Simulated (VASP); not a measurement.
H10CO5, 16 atoms in the cell. The cell holds an amorphous packing of atoms, 16 atoms: a = 5.251 Å, b = 5.251 Å, c = 5.251 Å, α = 90.00°, β = 90.00°, γ = 90.00°. 

```yaml
Program: VASP 6.6.1
Task: single point
Functional: PBE
Potentials_or_basis: VASP PAW PBE potentials, release 64 (O_h, H_h, C_h)
Cutoff: 910 eV
k_mesh: 1 × 1 × 1
Occupations: fermi-dirac, width 0.02 eV
Spin: no spin polarisation
Dipole_correction: no
Second_run: hard_potentials
Further_INCAR_settings: LREAL = Auto; ALGO = Normal; EDIFF = 1e-06; NBANDS = 36
```

Potentials or basis: VASP PAW PBE potentials, release 64 (O_h, H_h, C_h).

The run is started by

```bash
$ cat potpaw_PBE.64/O_h/POTCAR potpaw_PBE.64/H_h/POTCAR potpaw_PBE.64/C_h/POTCAR > POTCAR
$ mpirun -np 1 vasp_gam > vasp.out
```

Hardware: 1 thread of AMD EPYC 7R13 Processor (Zen 3), with other jobs on the host.

**Question.** Estimate the wall time of this run.

**Answer.** It took 43 s on 1 thread of AMD EPYC 7R13 Processor (Zen 3) (shared host), peak memory 0.31 GiB. Counts: scf iterations 15, k points 1.
